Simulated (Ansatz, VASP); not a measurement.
Two plane-wave programs on GaN

Contents of POSCAR:

```
GaN
1.0
    0.0000000000      2.1352350000      2.1352350000
    2.1352350000      0.0000000000      2.1352350000
    2.1352350000      2.1352350000      0.0000000000
Ga N
1 1
Direct
   -0.0439061743     -0.0439061743      0.0439061743
    0.5000000000      0.5000000000      0.5000000000
```

File INCAR.step1:

```
PREC = Accurate ; ENCUT = 520
ISMEAR = 0 ; SIGMA = 0.05
LREAL = F ; LASPH = T
NELM = 80 ; NBANDS = 16
GGA = PE ; ALGO = Normal
EDIFF = 1E-4 ; LWAVE = T
LCHARG = F
```

INCAR.step2

```
PREC = Accurate ; ENCUT = 520
EDIFF = 1E-6 ; ISMEAR = 0
SIGMA = 0.05 ; LREAL = F
LASPH = T ; NELM = 80
ALGO = Normal ; ISIF = 2
LWAVE = F ; LCHARG = F
METAGGA = R2SCAN ; LMIXTAU = T
NBANDS = 16 ; ISTART = 1
```

The input KPOINTS:

```
regular mesh
0
Gamma
  12 12 12
```

Input for Ansatz:

```yaml
crystal:
  lattice:
    - [0.0, 2.135235, 2.135235]
    - [2.135235, 0.0, 2.135235]
    - [2.135235, 2.135235, 0.0]
  atoms:
    - { symbol: Ga, position: [-0.0439061743, -0.0439061743, 0.0439061743] }
    - { symbol: "N", position: [0.5, 0.5, 0.5] }
basis:
  ecutwfc: 500
kpoints:
  mp_grid: { grid: [12, 12, 12] }
hamiltonian:
  xc: r2scan
scf:
  occupations: { method: gaussian, width: 0.05 }
output:
  forces: true
  stress: true
  eigenvalues: true
```

Change from the starting cell: all Ga atoms moved +0.188 Å, as atom 1 towards its neighbour atom 2 (N) at 2.135 Å.

Alike in both runs: task single point; functional r2SCAN; k mesh 12 × 12 × 12; occupations gaussian, width 0.05 eV; no spin polarisation.

|  | VASP | Ansatz |
| --- | --- | --- |
| version | VASP 6.6.1 | Ansatz 0.2.0 |
| potentials or method | VASP PAW PBE potentials, release 64 (Ga_d, N), cutoff 520 eV | scalar-relativistic, plane waves, PAW |
| valence electrons in the cell | 18 | 18 |

|  | VASP | Ansatz | Ansatz less VASP |
| --- | --- | --- | --- |
| gap on the k mesh at the Fermi level (eV) | 0.90 | 0.92 | +0.024 |
| least direct gap on the mesh (eV) | 2.82 | 2.80 | -0.024 |
| pressure (GPa) | -3.3 | -4.3 | -1.09 |
| traceless stress, the component that is largest in VASP (GPa) | 10.61 | 10.34 | -0.279 |
| rms of the force components (eV/Å) | 0.407 | 0.371 | -0.0356 |

VASP's potentials were made for PBE, not for r2SCAN. Atom by atom the forces differ by 0.036 eV/Å (rms over components). With one functional, cell and mesh, what is left measures potentials, basis and numerics.
